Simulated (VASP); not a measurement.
# Ca (Im-3m) in VASP: notebook, part 2 of 2

VASP 6.6.1. Earlier steps stand in the parts before.

## 4. Electric field gradients, r2SCAN

POSCAR reads:

```
Ca
1.0
   -2.2400000000      2.2400000000      2.2400000000
    2.2400000000     -2.2400000000      2.2400000000
    2.2400000000      2.2400000000     -2.2400000000
Ca
1
Direct
    0.0000000000      0.0000000000      0.0000000000
```

INCAR.step1 reads:

```
SYSTEM = Ca
  PREC = Accurate
  ENCUT = 520
  ISMEAR = -1
  SIGMA = 0.05
  LREAL = .False.
  LASPH = .True.
  NELM = 60
  NBANDS = 11
  GGA = PE
  ALGO = Normal
  EDIFF = 1E-4
  LWAVE = .True.
  LCHARG = .False.
```

INCAR.step2 reads:

```
SYSTEM = Ca
  PREC = Accurate
  ENCUT = 520
  EDIFF = 1E-8
  ISMEAR = -1
  SIGMA = 0.05
  LREAL = .False.
  LASPH = .True.
  NELM = 60
  ALGO = Normal
  ISIF = 2
  LWAVE = .False.
  LCHARG = .False.
  METAGGA = R2SCAN
  LMIXTAU = .True.
  LEFG = .True.
  NBANDS = 11
  ISTART = 1
```

KPOINTS reads:

```
regular mesh
0
Gamma
  10 10 10
  0 0 0
```

Potentials or basis: VASP PAW PBE potentials, release 64 (Ca_sv).

Started as:

```console
$ cat potpaw_PBE.64/Ca_sv/POTCAR > POTCAR
$ cp INCAR.step1 INCAR
$ mpirun -np 1 vasp_std > vasp.out
$ cp INCAR.step2 INCAR
$ mpirun -np 1 vasp_std > vasp.out
```

OUTCAR:

```text
SYSTEM = Ca
   PREC = Accurate
   ENCUT = 520
   EDIFF = 1E-8
   ISMEAR = -1
   LREAL = .False.
   LASPH = .True.
   NELM = 60
   ISIF = 2
   METAGGA = R2SCAN
   ISTART = 1

 ion  position               nearest neighbor table
   1  0.000  0.000  0.000-

  LATTYP: Found a body centered cubic cell.
 ALAT       =     4.4800000000

  Lattice vectors:

 A1 = (  -2.2400000000,   2.2400000000,   2.2400000000)
 A2 = (   2.2400000000,  -2.2400000000,   2.2400000000)
 A3 = (   2.2400000000,   2.2400000000,  -2.2400000000)

Analysis of symmetry for initial positions (statically):
=====================================================================
 Subroutine PRICEL returns:
 Original cell was already a primitive cell.

 Routine SETGRP: Setting up the symmetry group for a
 body centered cubic supercell.

 Subroutine GETGRP returns: Found 48 space group operations
 (whereof 48 operations were pure point group operations)
 out of a pool of 48 trial point group operations.

The static configuration has the point symmetry O_h .

Analysis of symmetry for dynamics (positions and initial velocities):
=====================================================================
 Subroutine PRICEL returns:
 Original cell was already a primitive cell.

 Routine SETGRP: Setting up the symmetry group for a
 body centered cubic supercell.

 Subroutine GETGRP returns: Found 48 space group operations
 (whereof 48 operations were pure point group operations)
 out of a pool of 48 trial point group operations.

The dynamic configuration has the point symmetry O_h .

 Subroutine INISYM returns: Found 48 space group operations
 (whereof 48 operations are pure point group operations),
[... 161 lines left out ...]
     11      12.2568      0.00000
[... 309 lines left out ...]
 k-point    24 :      -0.3000    0.3000    0.1000
  band No.  band energies     occupation
      1     -42.1859      2.00000
      2     -22.3022      2.00000
      3     -22.2565      2.00000
      4     -22.2352      2.00000
      5      -0.7206      2.00000
      6       3.2093      0.00000
      7       3.7785      0.00000
      8       4.8527      0.00000
      9       5.4201      0.00000
     10       5.6495      0.00000
     11       8.9818      0.00000

 [... further k-points ...]

------------------------ aborting loop because EDIFF is reached ----------------------------------------

  FORCE on cell =-STRESS in cart. coord.  units (eV):
  Direction    XX          YY          ZZ          XY          YZ          ZX
  --------------------------------------------------------------------------------------
  -------------------------------------------------------------------------------------
  Total       -0.1640943     -0.1640943     -0.1640943     -0.0000000     -0.0000000      0.0000000
  in kB       -5.8479026     -5.8479026     -5.8479026     -0.0000000     -0.0000000      0.0000000
  external PRESSURE =      -5.8479026 kB  Pullay stress =       0.0000000 kB

 VOLUME and BASIS-vectors are now :
 -----------------------------------------------------------------------------
  energy-cutoff  :      520.00
  volume of cell :       44.96
      direct lattice vectors                 reciprocal lattice vectors
    -2.240000000  2.240000000  2.240000000     0.000000000  0.223214286  0.223214286
     2.240000000 -2.240000000  2.240000000     0.223214286  0.000000000  0.223214286
     2.240000000  2.240000000 -2.240000000     0.223214286  0.223214286  0.000000000

 POSITION                                       TOTAL-FORCE (eV/Angst)
 -----------------------------------------------------------------------------------
      0.00000      0.00000      0.00000        -0.000000      0.000000      0.000000
 -----------------------------------------------------------------------------------
    total drift:                                0.000000     -0.000000      0.000000

  FREE ENERGIE OF THE ION-ELECTRON SYSTEM (eV)
  ---------------------------------------------------
  free  energy   TOTEN  =        -7.0223452486 eV

  energy  without entropy=       -7.0118757372  energy(sigma->0) =       -7.01711049

 Electric field gradients (V/A^2)
---------------------------------------------------------------------
 ion       V_xx      V_yy      V_zz      V_xy      V_xz      V_yz
---------------------------------------------------------------------
   1      -0.000    -0.000    -0.000     0.001     0.001     0.001
---------------------------------------------------------------------

 Electric field gradients after diagonalization (V/A^2)
 (convention: |V_zz| > |V_xx| > |V_yy|)
----------------------------------------------------------------------
 ion       V_xx      V_yy      V_zz     asymmetry (V_yy - V_xx)/ V_zz
----------------------------------------------------------------------
   1      -0.001    -0.001     0.001       0.000
----------------------------------------------------------------------

           NMR quadrupolar parameters

 Cq : quadrupolar parameter    Cq=e*Q*V_zz/h
 eta: asymmetry parameters     (V_yy - V_xx)/ V_zz
 Q  : nuclear electric quadrupole moment in mb (millibarn)
----------------------------------------------------------------------
 ion       Cq(MHz)       eta       Q (mb)
----------------------------------------------------------------------
   1       0.000       0.000       1.000
----------------------------------------------------------------------
```

OUTCAR.step1:

```text
SYSTEM = Ca
   PREC = Accurate
   ENCUT = 520
   ISMEAR = -1
   LREAL = .False.
   LASPH = .True.
[... 553 lines left out ...]
 -----------------------------------------------------------------------------------
      0.00000      0.00000      0.00000         0.000000      0.000000      0.000000
 -----------------------------------------------------------------------------------
    total drift:                               -0.000000      0.000000      0.000000

  FREE ENERGIE OF THE ION-ELECTRON SYSTEM (eV)
  ---------------------------------------------------
  free  energy   TOTEN  =        -1.9127905664 eV

  energy  without entropy=       -1.8996137749  energy(sigma->0) =       -1.90620217
```

It took 2.2 min on 1 thread of Intel Xeon 8259CL, shared host; peak memory 0.19 GiB.

Results:

```yaml
Free_energy: -7.0223 eV
Pressure: -0.6 GPa
Band_gap_on_the_k_mesh: zero (bands 5 and 6 overlap by 0.40 eV)
Largest_electric_field_gradient_by_atom: zero within the noise of the run
```

Levels at points of the mesh, in eV from the Fermi level:
```
           k point  band 2  band 3  band 4  band 5  band 6  band 7  band 8  band 9
(0.00, 0.00, 0.00)  -24.03  -24.03  -24.03   -4.22    2.56    2.56    2.56    3.59
(0.50, 0.00, 0.00)  -24.15  -24.07  -24.03   -0.84   -0.19    1.58    3.50    3.86
(0.50, 0.50, 0.50)  -24.12  -24.12  -24.12    0.20    0.20    3.92    3.92    3.92
```

Caveat: the PAW data sets were made with another functional, which shifts forces and pressure a little.

## 5. Overview

```csv
level,potentials or basis,gap on the mesh (eV),pressure (GPa)
LDA,"VASP PAW LDA potentials, release 64 (Ca_sv)",none,-2.5
PBEsol,"VASP PAW PBE potentials, release 64 (Ca_sv)",none,-1.5
r2SCAN,"VASP PAW PBE potentials, release 64 (Ca_sv)",none,-0.6
```

Alike in all rows: task electric field gradients; no spin polarisation; cell as given; k mesh 10 × 10 × 10; cutoff (eV) 520; smearing fermi-dirac 0.05 eV.

Caveats: the PAW data sets were made with another functional, which shifts forces and pressure a little (at least some runs).

Total energies depend on the potentials used, so only differences within one code and one set of settings carry meaning.
